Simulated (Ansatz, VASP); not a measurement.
Two plane-wave programs on ScNb2O3

INCAR

```
  ALGO = Normal
  EDIFF = 1E-6
  EDIFFG = -0.04
  ENCUT = 600
  GGA = PE
  IBRION = 2
  ISIF = 3
  ISMEAR = 0
  LASPH = T
  LCHARG = F
  LREAL = F
  LWAVE = F
  NELM = 60
  NSW = 90
  PREC = Accurate
  SIGMA = 0.1
```

Contents of KPOINTS:

```
k-points
0
Gamma
  6 6 4
```

File POSCAR:

```
ScNb2O3
1.0
    3.7904323000      0.0000000000      0.0000000000
   -1.8952161500      3.2826106700      0.0000000000
    0.0000000000      0.0000000000      6.5630107600
Sc Nb O
1 2 3
Direct
    0.0000000000      0.0000000000      0.5000000000
    0.3333333300      0.6666666700      0.5000000000
    0.6666666700      0.3333333300      0.5000000000
    0.3333333300      0.6666666700      0.0000000000
    0.6666666700      0.3333333300      0.0000000000
    0.0000000000      0.0000000000      0.0000000000
```

Input for Ansatz:

```yaml
crystal:
  lattice:
    - [3.7904323, 0.0, 0.0]
    - [-1.89521615, 3.28261067, 0.0]
    - [0.0, 0.0, 6.56301076]
  atoms:
    - { symbol: Sc, position: [0.0, 0.0, 0.5] }
    - { symbol: Nb, position: [0.33333333, 0.66666667, 0.5] }
    - { symbol: Nb, position: [0.66666667, 0.33333333, 0.5] }
    - { symbol: O, position: [0.33333333, 0.66666667, 0.0] }
    - { symbol: O, position: [0.66666667, 0.33333333, 0.0] }
    - { symbol: O, position: [0.0, 0.0, 0.0] }
basis:
  ecutwfc: 420
kpoints:
  mp_grid: { grid: [6, 6, 4] }
hamiltonian:
  xc: pbe
scf:
  occupations: { method: gaussian, width: 0.1 }
  lower_state_search: "off"
output:
  forces: true
  stress: true
  eigenvalues: true
relax:
  adjacent_minimum: "off"
  f_tol: 0.04
  max_steps: 70
  cell: { stress_tol: 0.4 }
```

Alike in both runs: task relaxation of cell and atoms; functional PBE; k mesh 6 × 6 × 4; occupations gaussian, width 0.1 eV; no spin polarisation.

|  | VASP | Ansatz |
| --- | --- | --- |
| version | VASP 6.6.1 | Ansatz 0.2.0 |
| potentials or method | VASP PAW PBE potentials, release 64 (Sc_sv, Nb_sv, O), cutoff 600 eV | scalar-relativistic, plane waves, PAW |
| valence electrons in the cell | 55 | 55 |

```csv
,VASP,Ansatz,Ansatz less VASP
"gap on the k mesh at the Fermi level, each at its own relaxed structure (eV)",none,none,-
relaxed volume (Å³/atom),15.18,16.90,+1.724
relaxed length of the cell vector where the two differ most in proportion (Å),5.229,5.515,+0.2862
```

A gap of «none» marks a metal or a gap that the smearing closes. One of these differences is far larger than is usual between the two programs; its cause wasn't traced.
